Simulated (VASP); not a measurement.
Input of a VASP 6.6.1 run:

File INCAR:

```
SYSTEM = H4C
ALGO = Normal
EDIFF = 1E-6
ENCUT = 520
GGA = PE
ISIF = 2
ISMEAR = -1
IVDW = 12
LASPH = .True.
LCHARG = .False.
LREAL = Auto
LWAVE = .False.
NBANDS = 45
NELM = 60
PREC = Accurate
SIGMA = 0.02
```

Contents of KPOINTS:

```
k-points
0
Gamma
  1 1 1
  0 0 0
```

POSCAR

```
H4C
1.0
    7.8912360000      0.0000000000      0.0000000000
    0.0000000000      7.8912360000      0.0000000000
    0.0000000000      0.0000000000      7.8912360000
C H
6 24
Direct
    0.4575962498      0.3423924972      0.4525526800
    0.1195503467      0.8407808359      0.7526450863
    0.4457730069      0.6583379334      1.0484796045
    0.1292953347      0.4829408219      0.1219327365
    0.7462202372      0.5845218670      0.5772986640
    1.0331334660      1.0388993562      0.3228264875
    0.5480130109      0.3025001407      0.5613189113
    0.4769088138      0.4643252337      0.4067296935
    0.3420503455      0.3704742831      0.5474554303
    0.4416925308      0.2203710547      0.3599055965
    0.0570126150      0.8870346800      0.6220951952
    0.1431588157      0.9559592439      0.8233310979
    0.2165693689      0.7517200094      0.6961900518
    0.0336575918      0.7540897269      0.7943875966
    0.5616864076      0.5887417383      1.0055965884
    0.5222629256      0.7907253059      1.1000811533
    0.3831719138      0.6021363447      1.1639241305
    0.3609447240      0.6916280289      0.9379265808
   -0.0145731290      0.4380429124      0.1362270752
    0.2040871671      0.4138261737      0.2112976979
    0.1266721715      0.6083584371      0.1375449930
    0.2042772514      0.4261943249     -0.0004562023
    0.7798398122      0.7194056799      0.5777548663
    0.8003689156      0.5270277052      0.6803243497
    0.8123442259      0.5234034314      0.4408561599
    0.6200929740      0.5734589613      0.5872464085
    1.0138842635      1.0396850379      0.4653643612
    1.1572458358      1.0868386144      0.2581091226
    0.9385982120      1.1109919916      0.2518743578
    1.0201697174      0.9204134815      0.2574881806
```

Potentials or basis: VASP PAW PBE potentials, release 64 (C, H).

Command:

```sh
$ cat potpaw_PBE.64/C/POTCAR potpaw_PBE.64/H/POTCAR > POTCAR
$ mpirun -np 1 vasp_gam > vasp.out
```

What does it give for the largest force?

6.688 eV/Å.

Estimate the dispersion energy per atom.

-0.021 eV.

Forces in eV/Å, atoms in the order of the input:
```
C   -1.764 -3.892  3.281
C    0.583  0.963 -5.065
C    2.309  2.805  0.977
C   -1.599 -6.016 -2.445
C    4.216  0.901 -4.728
C    1.088  1.127 -1.318
H   -0.340  0.565 -1.745
H    0.945  1.342 -1.375
H    0.913 -1.009 -1.879
H   -0.049  2.615  1.569
H    0.820 -0.583  2.076
H    0.627 -0.282  0.470
H    0.352  1.282  0.869
H   -2.337 -1.527  1.836
H   -0.859 -0.213  0.126
H   -1.907 -2.345 -1.050
H    0.652  0.428 -1.207
H    0.612 -0.281  1.120
H    2.271  0.264 -0.567
H    0.136 -0.048  1.345
H    0.410  3.929  0.179
H   -2.011  1.513  1.516
H    0.093  0.004 -0.003
H    1.433 -1.326  2.107
H   -1.752  1.197  3.025
H   -3.674 -0.428 -0.211
H    0.522  0.114 -1.565
H   -1.099 -0.276  1.727
H   -0.439  0.550  0.501
H   -0.152 -1.375  0.435
```

Caveat: the k points lie up to 0.80 Å⁻¹ apart.
